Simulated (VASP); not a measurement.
Write the native input for VASP 6.6.1 that does the following.

| Quantity | Value |
| --- | --- |
| Task | single point |
| Functional | PBEsol |
| Potentials or basis | VASP PAW PBE potentials, release 64 (Ba_sv, Ti_sv, O) |
| Cutoff | 600 eV |
| k mesh | 6 × 6 × 6 |
| Occupations | gaussian, width 0.01 eV |
| Spin | no spin polarisation |
| Hubbard terms | Ti d U = 2.0 eV |
| Dipole correction | no |
| Further INCAR settings | ALGO = Normal; EDIFF = 1e-06; NBANDS = 28 |

The structure of BaTiO3 lies in POSCAR:

```
BaTiO3
1.0
    3.9855000000      0.0000000000      0.0000000000
    0.0000000000      2.8369000000     -2.8451500000
    0.0000000000      2.8369000000      2.8451500000
Ba Ti O
1 1 3
Direct
    0.0000000000      0.0000000000      0.0000000000
    0.5000000000      0.4876000000      0.5124000000
    0.0000000000      0.5126000000      0.4874000000
    0.5000000000      0.0081600000      0.5052400000
    0.5000000000      0.4947600000      0.9918400000
```

The input as run:

INCAR

```
SYSTEM = BaTiO3
ALGO = Normal
EDIFF = 1E-6
ENCUT = 600
GGA = PS
GGA_COMPAT = .False.
ISIF = 2
ISMEAR = 0
LASPH = .True.
LCHARG = .True.
LDAU = .True.
LDAUJ = 0 0 0
LDAUL = -1 2 -1
LDAUPRINT = 1
LDAUTYPE = 2
LDAUU = 0 2 0
LELF = .True.
LMAXMIX = 4
LREAL = .False.
LVHAR = .True.
LWAVE = .False.
NBANDS = 28
NELM = 200
PREC = Accurate
SIGMA = 0.01
```

KPOINTS

```
k-points
0
Gamma
  6 6 6
  0 0 0
```

Potentials or basis: VASP PAW PBE potentials, release 64 (Ba_sv, Ti_sv, O).

The run is started by

```bash
$ cat potpaw_PBE.64/Ba_sv/POTCAR potpaw_PBE.64/Ti_sv/POTCAR potpaw_PBE.64/O/POTCAR > POTCAR
$ mpirun -np 1 vasp_std > vasp.out
```

It gave:

```
Pressure               : -0.6 GPa
Largest force          : 0.228 eV/Å
Band gap on the k mesh : 2.02 eV (least direct gap 2.24 eV)
```

Caveat: the PAW data sets were made with another functional, which shifts forces and pressure a little; spin-orbit coupling is left out, which moves the levels of the heavy elements.

Run time: 52 s on 1 thread of Intel(R) Xeon(R) Platinum 8559C (Emerald Rapids) (shared host), peak memory 0.26 GiB.
